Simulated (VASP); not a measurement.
**Bi: single point with PBEsol**

Crystal: Bi.

```xyz
4
Lattice="3.5149 0.0000 0.0000 -1.7575 3.0440 0.0000 0.0000 0.0000 11.7206" Properties=species:S:1:pos:R:3 pbc="T T T"
Bi   -1.7575    3.0440    0.0000
Bi   -1.7575    3.0440    5.8603
Bi    0.0000    2.0294    2.9301
Bi    1.7575    1.0147    8.7904
```

This cell differs from its parent crystal: volume scaled by 1.04.

```json
{
  "Program": "VASP 6.6.1",
  "Task": "single point",
  "Functional": "PBEsol",
  "Potentials or basis": "VASP PAW PBE potentials, release 64 (Bi_d)",
  "Cutoff": "520 eV",
  "k mesh": "12 × 12 × 3",
  "Occupations": "fermi-dirac, width 0.1 eV",
  "Spin": "no spin polarisation",
  "Dipole correction": "no",
  "Further INCAR settings": "ALGO = Normal; EDIFF = 1e-06; NBANDS = 38"
}
```

The pressure is -2.3 GPa. The band gap on the k mesh is zero (band 30 reaches 11.93 eV, above the bottom of band 31 at 5.79 eV).

Stress tensor (GPa, compression positive):
```
-2.47  0.00  0.00
 0.00 -2.47  0.00
 0.00  0.00 -2.05
```

Levels at points of the mesh, in eV from the Fermi level:
```
           k point  band 28  band 29  band 30  band 31  band 32  band 33
(0.00, 0.00, 0.00)     3.54     3.54     4.20     4.20     4.22     4.22
(0.50, 0.00, 0.00)    -3.44    -1.47    -0.75     0.51     1.45     1.63
```

Run time: 3.2 min on 1 thread of Intel Xeon 6975P-C, on a shared host, peak memory 0.31 GiB.

Caveat: the PAW data sets were made with another functional, which shifts forces and pressure a little; spin-orbit coupling is left out, which moves the levels of the heavy elements.
